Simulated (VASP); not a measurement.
# LiH (Fm-3m) in VASP: notebook, part 2 of 2

VASP 6.6.1.

### 5 Relaxation of cell and atoms, r2SCAN

Contents of POSCAR:

```
LiH
1.0
    0.0000000000      2.0033988197      2.0033988197
    2.0033988197      0.0000000000      2.0033988197
    2.0033988197      2.0033988197      0.0000000000
Li H
1 1
Direct
    0.0000000000      0.0000000000      0.0000000000
    0.5000000000      0.5000000000      0.5000000000
```

Contents of INCAR.step1:

```
ALGO = Normal
EDIFF = 1E-4
ENCUT = 600
GGA = PE
ISMEAR = -1
LASPH = True
LCHARG = False
LREAL = False
LWAVE = True
NELM = 100
PREC = Accurate
SIGMA = 0.02
```

Contents of INCAR.step2:

```
ALGO = Normal
EDIFF = 1E-6
EDIFFG = -0.005
ENCUT = 600
IBRION = 2
ISIF = 3
ISMEAR = -1
ISTART = 1
LASPH = True
LCHARG = False
LMIXTAU = True
LREAL = False
LWAVE = False
METAGGA = R2SCAN
NELM = 100
NSW = 80
PREC = Accurate
SIGMA = 0.02
```

Contents of KPOINTS:

```
k-points
0
Gamma
  10 10 10
```

Potentials or basis: VASP PAW PBE potentials, release 64 (Li_sv, H).

On the command line:

```
cat potpaw_PBE.64/Li_sv/POTCAR potpaw_PBE.64/H/POTCAR > POTCAR
cp INCAR.step1 INCAR
mpirun -np 1 vasp_std > vasp.out
cp INCAR.step2 INCAR
mpirun -np 1 vasp_std > vasp.out
```

OUTCAR:

```text
EDIFF = 1E-6
   EDIFFG = -0.005
   ENCUT = 600
   IBRION = 2
   ISIF = 3
   ISMEAR = -1
   ISTART = 1
   LASPH = True
   LREAL = False
   METAGGA = R2SCAN
   NELM = 100
   NSW = 80
   PREC = Accurate

 ion  position               nearest neighbor table
   1  0.000  0.000  0.000-
   2  0.500  0.500  0.500-

  LATTYP: Found a face centered cubic cell.
 ALAT       =     4.0067976394

  Lattice vectors:

 A1 = (   0.0000000000,   2.0033988197,   2.0033988197)
 A2 = (   2.0033988197,   0.0000000000,   2.0033988197)
 A3 = (   2.0033988197,   2.0033988197,   0.0000000000)

Analysis of symmetry for initial positions (statically):
=====================================================================
 Subroutine PRICEL returns:
 Original cell was already a primitive cell.

 Routine SETGRP: Setting up the symmetry group for a
 face centered cubic supercell.

 Subroutine GETGRP returns: Found 48 space group operations
 (whereof 48 operations were pure point group operations)
 out of a pool of 48 trial point group operations.

The static configuration has the point symmetry O_h .

Analysis of symmetry for dynamics (positions and initial velocities):
=====================================================================
 Subroutine PRICEL returns:
 Original cell was already a primitive cell.

 Routine SETGRP: Setting up the symmetry group for a
 face centered cubic supercell.

 Subroutine GETGRP returns: Found 48 space group operations
 (whereof 48 operations were pure point group operations)
 out of a pool of 48 trial point group operations.

The dynamic configuration has the point symmetry O_h .

 Subroutine INISYM returns: Found 48 space group operations
 (whereof 48 operations are pure point group operations),
 and found     1 'primitive' translations

----------------------------------------------------------------------------------------

                                     Primitive cell

  volume of cell :      16.0817

  direct lattice vectors                    reciprocal lattice vectors
     0.000000000  2.003398820  2.003398820    -0.249575868  0.249575868  0.249575868
     2.003398820  0.000000000  2.003398820     0.249575868 -0.249575868  0.249575868
     2.003398820  2.003398820  0.000000000     0.249575868  0.249575868 -0.249575868

  length of vectors
     2.833233782  2.833233782  2.833233782     0.432278084  0.432278084  0.432278084

  position of ions in fractional coordinates (direct lattice)
     0.000000000  0.000000000  0.000000000
     0.500000000  0.500000000  0.500000000

  ion indices of the primitive-cell ions
   primitive index   ion index
                 1           1
                 2           2

----------------------------------------------------------------------------------------

 KPOINTS: k-points

Automatic generation of k-mesh.
 Grid dimensions read from file:
 generate k-points for:   10   10   10

 Generating k-lattice:

  Cartesian coordinates                     Fractional coordinates (reciprocal lattice)
[... 43 lines left out ...]
   number of dos      NEDOS =    301   number of ions     NIONS =      2
   total plane-waves  NPLWV =  13824
   dimension x,y,z NGX =    24 NGY =   24 NGZ =   24
   dimension x,y,z NGXF=    48 NGYF=   48 NGZF=   48
   ions per type =               1   1
   NGX,Y,Z   is equivalent  to a cutoff of  14.08, 14.08, 14.08 a.u.
   NGXF,Y,Z  is equivalent  to a cutoff of  28.17, 28.17, 28.17 a.u.
 SYSTEM =  unknown system
   PREC   = accura    normal or accurate (medium, high low for compatibility)
   ISTART =      1    job   : 0-new  1-cont  2-samecut
   ICHARG =      0    charge: 1-file 2-atom 10-const
   ISPIN  =      1    spin polarized calculation?
   LNONCOLLINEAR =      F non collinear calculations
   LSORBIT =      F    spin-orbit coupling
   LASPH  =      T    aspherical Exc in radial PAW
   ENCUT  =  600.0 eV  44.10 Ry    6.64 a.u.   5.66  5.66  5.66*2*pi/ulx,y,z
   NELM   =    100;   NELMIN=  2; NELMDL=  0     # of ELM steps
   EDIFF  = 0.1E-05   stopping-criterion for ELM
   LREAL  =      F    real-space projection
   EDIFFG = -.5E-02   stopping-criterion for IOM
   NSW    =     80    number of steps for IOM
   IBRION =      2    ionic relax: 0-MD 1-quasi-New 2-CG
   NFREE  =      1    steps in history (QN), initial steepest desc. (CG)
   ISIF   =      3    stress and relaxation
   ISYM   =      2    0-nonsym 1-usesym 2-fastsym
   POTIM  = 0.5000    time-step for ionic-motion
   TEBEG  =    0.0;   TEEND  =   0.0 temperature during run
   PSTRESS=    0.0 pullay stress
   NELECT =       4.0000    total number of electrons
   NUPDOWN=      -1.0000    fix difference up-down
   EMIN   =  10.00;   EMAX   =-10.00  energy-range for DOS
   EFERMI =   0.00;   METHOD = LEGACY
   ISMEAR =    -1;   SIGMA  =   0.02  broadening in eV -4-tet -1-fermi 0-gaus
   EFERMI_NEDOS =   21; number of points for ismear=-14 and -15
   IALGO  =     38    algorithm
   IMIX   =      4    mixing-type and parameters
     AMIX     =   0.40;   BMIX     =  1.00
     AMIX_MAG =   1.60;   BMIX_MAG =  1.00
  volume/ion in A,a.u.               =       8.04        54.26
  Fermi-wavevector in a.u.,A,eV,Ry     =   1.029558  1.945582 14.422031  1.059989
  Thomas-Fermi vector in A             =   2.163611
   LORBIT       =      0    0 simple, 1 ext, 2 COOP (PROOUT), +10 PAW based schemes
   METAGGA = R2SCAN    functional components
   LHFCALC =     F    Hartree Fock is set to
   AEXX    =    0.0000 exact exchange contribution
   IVDW    =     0    specifies the selected vdW correction
   LEPSILON=     F    determine dielectric tensor
   LRPA    =     F    only Hartree local field effects (RPA)
 conjugate gradient relaxation of ions
 non-spin polarized calculation
  energy-cutoff  :      600.00
  volume of cell :       16.08
 maximum number of plane-waves:       548
   NGX = 11   NGY = 11   NGZ = 11

--------------------------------------- Ionic step        1  -------------------------------------------

 number of electron       3.9999995 magnetization

 Free energy of the ion-electron system (eV)
  ---------------------------------------------------
  ext. energy  EPLUGINS =         0.00000000
  ---------------------------------------------------
  free energy    TOTEN  =        -6.81995574 eV

  energy without entropy =       -6.81995574  energy(sigma->0) =       -6.81995574

------------------------ aborting loop because EDIFF is reached ----------------------------------------

  FORCE on cell =-STRESS in cart. coord.  units (eV):
  Direction    XX          YY          ZZ          XY          YZ          ZX
  --------------------------------------------------------------------------------------
  -------------------------------------------------------------------------------------
  Total       -0.0424436     -0.0424436     -0.0424436      0.0000000      0.0000000     -0.0000000
  in kB       -4.2285404     -4.2285404     -4.2285404      0.0000000      0.0000000     -0.0000000
  external PRESSURE =      -4.2285404 kB  Pullay stress =       0.0000000 kB
[... 59 lines left out ...]
--------------------------------------- Ionic step        3  -------------------------------------------

 number of electron       3.9999996 magnetization

 Free energy of the ion-electron system (eV)
  ---------------------------------------------------
  ext. energy  EPLUGINS =         0.00000000
  ---------------------------------------------------
  free energy    TOTEN  =        -6.82018199 eV

  energy without entropy =       -6.82018199  energy(sigma->0) =       -6.82018199

 E-fermi :   0.2377     XC(G=0):  -8.8684

 val. band max:       -0.1276785738   @ k =   0.5000   0.5000   0.0000
 cond. band min:       3.4451424816   @ k =   0.5000   0.5000   0.0000
 fundamental gap:      3.5728210553
 Fermi energy:         0.2377263028

 k-point     1 :       0.0000    0.0000    0.0000
  band No.  band energies     occupation
      1     -45.8465      2.00000
      2      -5.6211      2.00000
      3      17.6716      0.00000
      4      19.3965      0.00000
      5      19.3965      0.00000
      6      19.3971      0.00000
[... 199 lines left out ...]
 k-point    24 :       0.4000    0.3000    0.0000
  band No.  band energies     occupation
      1     -45.7969      2.00000
      2      -2.4267      2.00000
      3       7.2564      0.00000
      4      11.3358      0.00000
      5      12.7263      0.00000
      6      17.4587      0.00000

 [... further k-points ...]

------------------------ aborting loop because EDIFF is reached ----------------------------------------

  FORCE on cell =-STRESS in cart. coord.  units (eV):
  Direction    XX          YY          ZZ          XY          YZ          ZX
  --------------------------------------------------------------------------------------
  -------------------------------------------------------------------------------------
  Total        0.0026785      0.0026785      0.0026785      0.0000000      0.0000000     -0.0000000
  in kB        0.2699378      0.2699378      0.2699378      0.0000000      0.0000000     -0.0000000
  external PRESSURE =       0.2699378 kB  Pullay stress =       0.0000000 kB
[... 17 lines left out ...]
  FREE ENERGIE OF THE ION-ELECTRON SYSTEM (eV)
  ---------------------------------------------------
  free  energy   TOTEN  =        -6.8201819886 eV

  energy  without entropy=       -6.8201819885  energy(sigma->0) =       -6.82018199

 reached required accuracy - stopping structural energy minimisation
```

OUTCAR.step1:

```text
EDIFF = 1E-4
   ENCUT = 600
   GGA = PE
   ISMEAR = -1
   LASPH = True
[... 436 lines left out ...]
      0.00000      0.00000      0.00000        -0.000000     -0.000000      0.000000
      2.00340      2.00340      2.00340         0.000000      0.000000      0.000000
 -----------------------------------------------------------------------------------
    total drift:                                0.000000     -0.000000     -0.000000

  FREE ENERGIE OF THE ION-ELECTRON SYSTEM (eV)
  ---------------------------------------------------
  free  energy   TOTEN  =        -6.1272187194 eV

  energy  without entropy=       -6.1272187194  energy(sigma->0) =       -6.12721872
```

It took 54 s on 1 thread of Intel Xeon 8259CL, shared host; peak memory 0.14 GiB.

Results:

```
Free energy                           : -6.8202 eV
Relaxed volume                        : 7.95 Å³/atom
Relaxed cell                          : a = 2.822 Å, b = 2.822 Å, c = 2.822 Å, α = 60.00°, β = 60.00°, γ = 60.00°
Space group after relaxing (to 0.1 Å) : Fm-3m (No. 225)
Energy gained by relaxing             : 0.1 meV/atom
Ionic steps                           : 3
Pressure after relaxing               : 0.0 GPa
Band gap on the k mesh                : 3.57 eV
```

The path:
| step | energy change (eV) | largest force (eV/Å) | pressure (GPa) | volume (Å³) |
| --- | --- | --- | --- | --- |
| 1 | 0.0000 | 0.0000 | -0.42 | 16.08 |
| 2 | -0.0001 | 0.0000 | -0.31 | 16.03 |
| 3 | -0.0002 | 0.0000 | 0.03 | 15.90 |

Final structure:
```
Li H
1.0
     0.00000    1.99574    1.99574
     1.99574    0.00000    1.99574
     1.99574    1.99574    0.00000
Li H
1 1
Direct
  0.00000 0.00000 0.00000
  0.50000 0.50000 0.50000
```

Levels at points of the mesh, in eV from the valence-band top:
```
           k point  band 1  band 2  band 3  band 4  band 5  band 6
(0.00, 0.00, 0.00)  -45.72   -5.49   17.80   19.52   19.52   19.52
(0.50, 0.00, 0.00)  -45.67   -2.68    5.71   15.05   18.27   18.27
(0.50, 0.50, 0.00)  -45.66    0.00    3.57   11.80   11.80   15.12
```

Caveat: the cutoff is under 1.25 times the usual one of these potentials, so pressure, stress and relaxed cells hold a basis-set (Pulay) error; the PAW data sets were made with another functional, which shifts forces and pressure a little.

### 6 Single point, HSE06

This run uses another cell than the first one, of 7.93 Å³/atom.

Contents of POSCAR:

```
LiH
1.0
    0.0000000000      1.9943018673      1.9943018673
    1.9943018673      0.0000000000      1.9943018673
    1.9943018673      1.9943018673      0.0000000000
Li H
1 1
Direct
    0.0000000000      0.0000000000      0.0000000000
    0.5000000000      0.5000000000      0.5000000000
```

Contents of INCAR.step1:

```
SYSTEM = LiH
PREC = Accurate
ENCUT = 520
EDIFF = 1E-5
ISMEAR = -1
SIGMA = 0.02
LREAL = .FALSE.
LASPH = .TRUE.
NELM = 60
ALGO = Normal
ISIF = 2
LWAVE = .TRUE.
LCHARG = .FALSE.
GGA = PE
NBANDS = 9
```

Contents of INCAR.step2:

```
SYSTEM = LiH
PREC = Accurate
ENCUT = 520
EDIFF = 1E-7
ISMEAR = -1
SIGMA = 0.02
LREAL = .FALSE.
LASPH = .TRUE.
NELM = 60
ALGO = Normal
ISIF = 2
LWAVE = .FALSE.
LCHARG = .FALSE.
GGA = PE
LHFCALC = .TRUE.
HFSCREEN = 0.2079
PRECFOCK = Normal
ISTART = 1
NBANDS = 9
```

Contents of KPOINTS:

```
regular mesh
0
G
  6 6 6
  0 0 0
```

Potentials or basis: VASP PAW PBE potentials, release 64 (Li_sv, H).

On the command line:

```
cat potpaw_PBE.64/Li_sv/POTCAR potpaw_PBE.64/H/POTCAR > POTCAR
cp INCAR.step1 INCAR
mpirun -np 1 vasp_std > vasp.out
cp INCAR.step2 INCAR
mpirun -np 1 vasp_std > vasp.out
```

It took 92 s on 1 thread of Intel Xeon 8259CL, shared host; peak memory 0.23 GiB.

Results (log left out):

| Quantity | Value |
| --- | --- |
| Free energy | -6.7862 eV |
| Band gap on the k mesh | 3.96 eV |

Levels at points of the mesh, in eV from the valence-band top:
```tsv
k point	band 1	band 2	band 3	band 4	band 5
(0.00, 0.00, 0.00)	-47.27	-6.14	18.15	19.62	19.62
(0.50, 0.00, 0.00)	-47.22	-2.92	6.00	15.39	18.16
(0.50, 0.50, 0.00)	-47.21	0.00	3.96	12.25	12.25
```

Caveat: the k points lie up to 0.45 Å⁻¹ apart; the cutoff is under 1.25 times the usual one of these potentials, so pressure, stress and relaxed cells hold a basis-set (Pulay) error; the PAW data sets were made with another functional, which shifts forces and pressure a little. A k mesh can miss the band edges.

### 7 Relaxation of cell and atoms, HSE06

Contents of POSCAR:

```
LiH
1.0
    0.0000000000      2.0033988197      2.0033988197
    2.0033988197      0.0000000000      2.0033988197
    2.0033988197      2.0033988197      0.0000000000
Li H
1 1
Direct
    0.0000000000      0.0000000000      0.0000000000
    0.5000000000      0.5000000000      0.5000000000
```

Contents of INCAR.step1:

```
  PREC = Accurate
  ENCUT = 600
  EDIFF = 1E-5
  ISMEAR = -1
  SIGMA = 0.02
  LREAL = False
  LASPH = True
  NELM = 80
  ALGO = Normal
  LWAVE = True
  LCHARG = False
  GGA = PE
  NBANDS = 9
```

Contents of INCAR.step2:

```
  PREC = Accurate
  ENCUT = 600
  EDIFF = 1E-6
  ISMEAR = -1
  SIGMA = 0.02
  LREAL = False
  LASPH = True
  NELM = 80
  ALGO = Normal
  ISIF = 3
  LWAVE = False
  LCHARG = False
  GGA = PE
  LHFCALC = True
  HFSCREEN = 0.2079
  PRECFOCK = Normal
  IBRION = 2
  NSW = 80
  EDIFFG = -0.005
  ISTART = 1
```

Contents of KPOINTS:

```
regular mesh
0
Gamma
  6 6 6
```

On the command line:

```
cat potpaw_PBE.64/Li_sv/POTCAR potpaw_PBE.64/H/POTCAR > POTCAR
cp INCAR.step1 INCAR
mpirun -np 1 vasp_std > vasp.out
cp INCAR.step2 INCAR
mpirun -np 1 vasp_std > vasp.out
```

Wall time 5.4 min (1 thread of Intel Xeon 8259CL, shared host); peak memory 0.24 GiB.

It converged, with:

```yaml
Free_energy: -6.7869 eV
Relaxed_volume: 7.88 Å³/atom
Relaxed_cell: a = 2.815 Å, b = 2.815 Å, c = 2.815 Å, α = 60.00°, β = 60.00°, γ = 60.00°
Space_group_after_relaxing_to_0.1_Å: Fm-3m (No. 225)
Energy_gained_by_relaxing: 0.4 meV/atom
Ionic_steps: 3
Pressure_after_relaxing: -0.1 GPa
Band_gap_on_the_k_mesh: 3.96 eV
```

Step by step:
```tsv
step	energy change (eV)	largest force (eV/Å)	pressure (GPa)	volume (Å³)
1	0.0000	0.0000	-0.77	16.08
2	-0.0004	0.0000	-0.55	15.99
3	-0.0007	0.0000	-0.05	15.77
```

Final structure:
```xyz
2
Lattice="0.0000 1.9903 1.9903 1.9903 0.0000 1.9903 1.9903 1.9903 0.0000" Properties=species:S:1:pos:R:3 pbc="T T T"
Li    0.0000    0.0000    0.0000
H     1.9903    1.9903    1.9903
```

Levels at points of the mesh, in eV from the valence-band top:
| k point | band 1 | band 2 | band 3 | band 4 | band 5 | band 6 |
| --- | --- | --- | --- | --- | --- | --- |
| (0.00, 0.00, 0.00) | -47.26 | -6.16 | 18.23 | 19.68 | 19.68 | 19.68 |
| (0.50, 0.00, 0.00) | -47.21 | -2.94 | 6.01 | 15.45 | 18.21 | 18.21 |
| (0.50, 0.50, 0.00) | -47.19 | 0.00 | 3.96 | 12.28 | 12.28 | 15.42 |

Caveat: the k points lie up to 0.46 Å⁻¹ apart in the final cell; the cutoff is under 1.25 times the usual one of these potentials, so pressure, stress and relaxed cells hold a basis-set (Pulay) error; the PAW data sets were made with another functional, which shifts forces and pressure a little.

### 8 Overview

| task | level | potentials or basis | cell | k mesh | cutoff (eV) | grid for exact exchange (PRECFOCK) | share of exact exchange | screening parameter | gap on the mesh (eV) | pressure (GPa) | relaxed volume (Å³/atom) |
| --- | --- | --- | --- | --- | --- | --- | --- | --- | --- | --- | --- |
| relaxation of cell and atoms | PBEsol | VASP PAW PBE potentials, release 64 (Li_sv, H) | relaxed from a = 2.833 Å, angles 60.0°, 2 atoms | 10 × 10 × 10 | 600 | - | - | - | 2.72 | 0.0 | 7.84 |
| relaxation of cell and atoms | LDA | VASP PAW LDA potentials, release 64 (Li_sv, H) | relaxed from a = 2.833 Å, angles 60.0°, 2 atoms | 10 × 10 × 10 | 600 | - | - | - | 2.53 | 0.0 | 7.42 |
| relaxation of cell and atoms | PBE | VASP PAW PBE potentials, release 64 (Li_sv, H) | relaxed from a = 2.880 Å, angles 60.0°, 2 atoms | 10 × 10 × 10 | 600 | - | - | - | 2.97 | 0.0 | 7.98 |
| relaxation of cell and atoms | r2SCAN | VASP PAW PBE potentials, release 64 (Li_sv, H) | relaxed from a = 2.833 Å, angles 60.0°, 2 atoms | 10 × 10 × 10 | 600 | - | - | - | 3.57 | 0.0 | 7.95 |
| single point | HSE06 | VASP PAW PBE potentials, release 64 (Li_sv, H) | a = 2.820 Å, angles 60.0°, 2 atoms | 6 × 6 × 6 | 520 | Normal | 0.25 | 0.2079 1/Å | 3.96 | - | - |
| relaxation of cell and atoms | HSE06 | VASP PAW PBE potentials, release 64 (Li_sv, H) | relaxed from a = 2.833 Å, angles 60.0°, 2 atoms | 6 × 6 × 6 | 600 | Normal | 0.25 | 0.2079 1/Å | 3.96 | -0.1 | 7.88 |

Alike in all rows: no spin polarisation; smearing fermi-dirac 0.02 eV.

Caveats: some runs use coarse meshes; the cutoff is under 1.25 times the usual one of these potentials, so pressure, stress and relaxed cells hold a basis-set (Pulay) error; the PAW data sets were made with another functional, which shifts forces and pressure a little (at least some runs).

Total energies depend on the potentials used, so only differences within one code and one set of settings carry meaning.
